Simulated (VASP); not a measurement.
# Cs (P6_3/mmc) in VASP: single point with PBEsol+D4

Aim: the single point of Cs with PBEsol+D4.

All numbers are computed with VASP 6.6.1; they aren't measurements. Logs are shortened: lines on timing, memory, paths and dates and some standing lists are left out, and cuts for length are marked.

## (1) The cell of the first run

It takes space group P6_3/mmc (No. 194, hexagonal). Conventional cell: a = 5.566 Å, b = 5.566 Å, c = 9.258 Å, α = 90.00°, β = 90.00°, γ = 120.00°.

## (2) Single point, PBEsol+D4

Input file INCAR:

```
SYSTEM = Cs
PREC = Accurate
ENCUT = 520
EDIFF = 1E-6
ISMEAR = -1
SIGMA = 0.1
LREAL = .FALSE.
LASPH = .TRUE.
NELM = 60
ALGO = Normal
ISIF = 2
LWAVE = .FALSE.
LCHARG = .FALSE.
GGA = PS
IVDW = 13
NBANDS = 16
```

Input file KPOINTS:

```
Automatic mesh
0
G
  5 5 3
  0 0 0
```

Input file POSCAR:

```
Cs
1.0
    5.5663060000      0.0000000000      0.0000000000
   -2.7831530000      4.8205620000      0.0000000000
    0.0000000000      0.0000000000      9.2584790000
Cs
2
Direct
    0.3333333333      0.6666666667      0.2500000000
    0.6666666667      0.3333333333      0.7500000000
```

Potentials or basis: VASP PAW PBE potentials, release 64 (Cs_sv).

Started as:

```sh
$ cat potpaw_PBE.64/Cs_sv/POTCAR > POTCAR
$ mpirun -np 1 vasp_std > vasp.out
```

OUTCAR:

```text
SYSTEM = Cs
   PREC = Accurate
   ENCUT = 520
   EDIFF = 1E-6
   ISMEAR = -1
   LREAL = .FALSE.
   LASPH = .TRUE.
   NELM = 60
   ISIF = 2
   GGA = PS
   IVDW = 13

 ion  position               nearest neighbor table
   1  0.333  0.667  0.250-
   2  0.667  0.333  0.750-

  LATTYP: Found a hexagonal cell.
 ALAT       =     5.5663060000
 C/A-ratio  =     1.6633075868

  Lattice vectors:

 A1 = (   5.5663060000,   0.0000000000,   0.0000000000)
 A2 = (  -2.7831530000,   4.8205620000,   0.0000000000)
 A3 = (   0.0000000000,   0.0000000000,   9.2584790000)

Analysis of symmetry for initial positions (statically):
=====================================================================
 Subroutine PRICEL returns:
 Original cell was already a primitive cell.

 Routine SETGRP: Setting up the symmetry group for a
 hexagonal supercell.

 Subroutine GETGRP returns: Found 24 space group operations
 (whereof 12 operations were pure point group operations)
 out of a pool of 24 trial point group operations.

The static configuration has the point symmetry D_3d.
 The point group associated with its full space group is D_6h.

Analysis of symmetry for dynamics (positions and initial velocities):
=====================================================================
 Subroutine PRICEL returns:
 Original cell was already a primitive cell.

 Routine SETGRP: Setting up the symmetry group for a
 hexagonal supercell.

 Subroutine GETGRP returns: Found 24 space group operations
 (whereof 12 operations were pure point group operations)
 out of a pool of 24 trial point group operations.

The dynamic configuration has the point symmetry D_3d.
 The point group associated with its full space group is D_6h.

 Subroutine INISYM returns: Found 24 space group operations
 (whereof 12 operations are pure point group operations),
 and found     1 'primitive' translations

----------------------------------------------------------------------------------------

                                     Primitive cell

  volume of cell :     248.4302

  direct lattice vectors                    reciprocal lattice vectors
     5.566306000  0.000000000  0.000000000     0.179652358  0.103722346  0.000000000
    -2.783153000  4.820562000  0.000000000     0.000000000  0.207444692  0.000000000
     0.000000000  0.000000000  9.258479000     0.000000000  0.000000000  0.108009102

  length of vectors
     5.566306000  5.566305653  9.258479000     0.207444679  0.207444692  0.108009102

  position of ions in fractional coordinates (direct lattice)
     0.333333333  0.666666667  0.250000000
     0.666666667  0.333333333  0.750000000

  ion indices of the primitive-cell ions
   primitive index   ion index
                 1           1
                 2           2

----------------------------------------------------------------------------------------

 KPOINTS: Automatic mesh

Automatic generation of k-mesh.
 Grid dimensions read from file:
 generate k-points for:    5    5    3

 Generating k-lattice:

  Cartesian coordinates                     Fractional coordinates (reciprocal lattice)
     0.035930472  0.020744469  0.000000000     0.200000000 -0.000000000  0.000000000
     0.000000000  0.041488938  0.000000000     0.000000000  0.200000000  0.000000000
     0.000000000  0.000000000  0.036003034     0.000000000  0.000000000  0.333333333

  Length of vectors
     0.041488936  0.041488938  0.036003034

  Shift w.r.t. Gamma in fractional coordinates (k-lattice)
     0.000000000  0.000000000  0.000000000

 Subroutine IBZKPT returns following result:
 ===========================================

 Found     10 irreducible k-points:

 Following reciprocal coordinates:
            Coordinates               Weight
  0.000000  0.000000  0.000000      1.000000
  0.200000  0.000000  0.000000      6.000000
  0.400000  0.000000  0.000000      6.000000
  0.200000  0.200000  0.000000      6.000000
  0.400000  0.200000  0.000000      6.000000
  0.000000  0.000000  0.333333      2.000000
  0.200000  0.000000  0.333333     12.000000
  0.400000  0.000000  0.333333     12.000000
  0.200000  0.200000  0.333333     12.000000
  0.400000  0.200000  0.333333     12.000000
   k-points           NKPTS =     10   k-points in BZ     NKDIM =     10   number of bands    NBANDS=     16
   number of dos      NEDOS =    301   number of ions     NIONS =      2
   total plane-waves  NPLWV = 123480
   dimension x,y,z NGX =    42 NGY =   42 NGZ =   70
   dimension x,y,z NGXF=    84 NGYF=   84 NGZF=  140
   ions per type =               2
   NGX,Y,Z   is equivalent  to a cutoff of  12.54, 12.54, 12.57 a.u.
   NGXF,Y,Z  is equivalent  to a cutoff of  25.09, 25.09, 25.14 a.u.
 SYSTEM =  Cs
   PREC   = accura    normal or accurate (medium, high low for compatibility)
   ISTART =      0    job   : 0-new  1-cont  2-samecut
   ICHARG =      2    charge: 1-file 2-atom 10-const
   ISPIN  =      1    spin polarized calculation?
   LNONCOLLINEAR =      F non collinear calculations
   LSORBIT =      F    spin-orbit coupling
   LASPH  =      T    aspherical Exc in radial PAW
   ENCUT  =  520.0 eV  38.22 Ry    6.18 a.u.  10.35 10.35 17.21*2*pi/ulx,y,z
   NELM   =     60;   NELMIN=  2; NELMDL= -5     # of ELM steps
   EDIFF  = 0.1E-05   stopping-criterion for ELM
   LREAL  =      F    real-space projection
   EDIFFG = 0.1E-04   stopping-criterion for IOM
   NSW    =      0    number of steps for IOM
   IBRION =     -1    ionic relax: 0-MD 1-quasi-New 2-CG
   NFREE  =      0    steps in history (QN), initial steepest desc. (CG)
   ISIF   =      2    stress and relaxation
   ISYM   =      2    0-nonsym 1-usesym 2-fastsym
   POTIM  = 0.5000    time-step for ionic-motion
   TEBEG  =    0.0;   TEEND  =   0.0 temperature during run
   PSTRESS=    0.0 pullay stress
   NELECT =      18.0000    total number of electrons
   NUPDOWN=      -1.0000    fix difference up-down
   EMIN   =  10.00;   EMAX   =-10.00  energy-range for DOS
   EFERMI =   0.00;   METHOD = LEGACY
   ISMEAR =    -1;   SIGMA  =   0.10  broadening in eV -4-tet -1-fermi 0-gaus
   EFERMI_NEDOS =   21; number of points for ismear=-14 and -15
   IALGO  =     38    algorithm
   IMIX   =      4    mixing-type and parameters
     AMIX     =   0.40;   BMIX     =  1.00
     AMIX_MAG =   1.60;   BMIX_MAG =  1.00
  volume/ion in A,a.u.               =     124.22       838.24
  Fermi-wavevector in a.u.,A,eV,Ry     =   0.682492  1.289723  6.337529  0.465795
  Thomas-Fermi vector in A             =   1.761581
   LORBIT       =      0    0 simple, 1 ext, 2 COOP (PROOUT), +10 PAW based schemes
   GGA     = PS    functional components
   LHFCALC =     F    Hartree Fock is set to
   AEXX    =    0.0000 exact exchange contribution
   IVDW    =    13    specifies the selected vdW correction
   LEPSILON=     F    determine dielectric tensor
   LRPA    =     F    only Hartree local field effects (RPA)
 non-spin polarized calculation
  energy-cutoff  :      520.00
  volume of cell :      248.43
 maximum number of plane-waves:      6718
 NGX is ok and might be reduce to    42
   NGX = 21   NGY = 21   NGZ = 35

 number of electron      18.0000000 magnetization

 Free energy of the ion-electron system (eV)
  ---------------------------------------------------
  ext. energy  EPLUGINS =         0.00000000
  ---------------------------------------------------
  free energy    TOTEN  =        -1.92061110 eV

  energy without entropy =       -1.86055492  energy(sigma->0) =       -1.89058301

 E-fermi :   0.2007     XC(G=0):  -5.2794

 val. band max:        0.1470476367   @ k =   0.0000   0.0000   0.0000
 cond. band min:       0.3234302849   @ k =   0.2000   0.2000   0.3333
 fundamental gap:      0.1763826481
 Fermi energy:         0.2006783639

 k-point     1 :       0.0000    0.0000    0.0000
  band No.  band energies     occupation
      1     -23.6968      2.00000
      2     -23.6930      2.00000
      3     -10.5278      2.00000
      4     -10.4397      2.00000
      5     -10.4397      2.00000
      6     -10.4287      2.00000
[... 8 lines left out ...]
     15       2.8510      0.00000
     16       2.8510      0.00000

 k-point     2 :       0.2000    0.0000    0.0000
  band No.  band energies     occupation
      1     -23.6954      2.00000
      2     -23.6923      2.00000
      3     -10.5155      2.00000
      4     -10.4690      2.00000
      5     -10.4564      2.00000
      6     -10.4485      2.00000
[... 8 lines left out ...]
     15       2.8815      0.00000
     16       2.8987      0.00000

 k-point     3 :       0.4000    0.0000    0.0000
  band No.  band energies     occupation
      1     -23.6930      2.00000
      2     -23.6913      2.00000
      3     -10.5166      2.00000
      4     -10.5024      2.00000
      5     -10.4896      2.00000
      6     -10.4621      2.00000
[... 8 lines left out ...]
     15       2.5617      0.00000
     16       3.4251      0.00000

 k-point     4 :       0.2000    0.2000    0.0000
  band No.  band energies     occupation
      1     -23.6935      2.00000
      2     -23.6915      2.00000
      3     -10.4958      2.00000
      4     -10.4951      2.00000
      5     -10.4940      2.00000
      6     -10.4622      2.00000
[... 8 lines left out ...]
     15       2.3340      0.00000
     16       3.2148      0.00000

 k-point     5 :       0.4000    0.2000    0.0000
  band No.  band energies     occupation
      1     -23.6920      2.00000
      2     -23.6913      2.00000
      3     -10.5153      2.00000
      4     -10.5009      2.00000
      5     -10.4806      2.00000
      6     -10.4760      2.00000
[... 8 lines left out ...]
     15       2.1719      0.00000
     16       2.9330      0.00000

 k-point     6 :       0.0000    0.0000    0.3333
  band No.  band energies     occupation
      1     -23.6958      2.00000
      2     -23.6939      2.00000
      3     -10.5036      2.00000
      4     -10.4540      2.00000
      5     -10.4364      2.00000
      6     -10.4364      2.00000
[... 8 lines left out ...]
     15       2.6818      0.00000
     16       2.6818      0.00000

 k-point     7 :       0.2000    0.0000    0.3333
  band No.  band energies     occupation
      1     -23.6946      2.00000
      2     -23.6931      2.00000
      3     -10.5007      2.00000
      4     -10.4714      2.00000
      5     -10.4600      2.00000
      6     -10.4444      2.00000
[... 8 lines left out ...]
     15       2.7649      0.00000
     16       2.8845      0.00000

 k-point     8 :       0.4000    0.0000    0.3333
  band No.  band energies     occupation
      1     -23.6926      2.00000
      2     -23.6917      2.00000
      3     -10.5233      2.00000
      4     -10.5144      2.00000
      5     -10.4682      2.00000
      6     -10.4568      2.00000
[... 8 lines left out ...]
     15       2.7520      0.00000
     16       3.2668      0.00000

 k-point     9 :       0.2000    0.2000    0.3333
  band No.  band energies     occupation
      1     -23.6930      2.00000
      2     -23.6920      2.00000
      3     -10.5084      2.00000
      4     -10.5013      2.00000
      5     -10.4689      2.00000
      6     -10.4647      2.00000
[... 8 lines left out ...]
     15       2.3783      0.00000
     16       3.0448      0.00000

 k-point    10 :       0.4000    0.2000    0.3333
  band No.  band energies     occupation
      1     -23.6918      2.00000
      2     -23.6914      2.00000
      3     -10.5197      2.00000
      4     -10.5130      2.00000
      5     -10.4827      2.00000
      6     -10.4710      2.00000
[... 8 lines left out ...]
     15       2.4787      0.00000
     16       3.0857      0.00000

------------------------ aborting loop because EDIFF is reached ----------------------------------------

  DFT-D4 for vdW energy calculation

  Edisp (eV):   -0.06718

  FORCE on cell =-STRESS in cart. coord.  units (eV):
  Direction    XX          YY          ZZ          XY          YZ          ZX
  --------------------------------------------------------------------------------------
  -------------------------------------------------------------------------------------
  Total      -0.40337    -0.40337    -0.46054     0.00000    -0.00000     0.00000
  in kB      -2.60143    -2.60143    -2.97009     0.00000    -0.00000     0.00000
  external pressure =       -2.72 kB  Pullay stress =        0.00 kB

 VOLUME and BASIS-vectors are now :
 -----------------------------------------------------------------------------
  energy-cutoff  :      520.00
  volume of cell :      248.43
      direct lattice vectors                 reciprocal lattice vectors
     5.566306000  0.000000000  0.000000000     0.179652358  0.103722346  0.000000000
    -2.783153000  4.820562000  0.000000000     0.000000000  0.207444692  0.000000000
     0.000000000  0.000000000  9.258479000     0.000000000  0.000000000  0.108009102

 POSITION                                       TOTAL-FORCE (eV/Angst)
 -----------------------------------------------------------------------------------
     -0.00000      3.21371      2.31462        -0.000000     -0.000000      0.000000
      2.78315      1.60685      6.94386         0.000000      0.000000      0.000000
 -----------------------------------------------------------------------------------
    total drift:                               -0.000000      0.000000     -0.000000

  FREE ENERGIE OF THE ION-ELECTRON SYSTEM (eV)
  ---------------------------------------------------
  free  energy   TOTEN  =        -1.9877878864 eV

  energy  without entropy=       -1.9277317068  energy(sigma->0) =       -1.95775980
```

It took 17 s on 1 thread of Intel Xeon 6975P-C (Granite Rapids), shared host; peak memory 0.33 GiB.

What came out:

| Quantity | Value |
| --- | --- |
| Free energy | -1.9878 eV |
| Pressure | -0.3 GPa |
| Band gap on the k mesh | zero (band 9 reaches 0.56 eV, above the bottom of band 10 at -0.48 eV) |
| Dispersion energy per atom | -0.034 eV |

Levels at points of the mesh, in eV from the Fermi level:
| k point | band 5 | band 6 | band 7 | band 8 | band 9 | band 10 | band 11 | band 12 | band 13 | band 14 |
| --- | --- | --- | --- | --- | --- | --- | --- | --- | --- | --- |
| (0.00, 0.00, 0.00) | -10.64 | -10.63 | -10.63 | -10.63 | -1.61 | -0.05 | 0.65 | 2.32 | 2.37 | 2.37 |

Caveat: the PAW data sets were made with another functional, which shifts forces and pressure a little; spin-orbit coupling is left out, which moves the levels of the heavy elements; pairwise dispersion overbinds metals, which lowers pressure and volume.
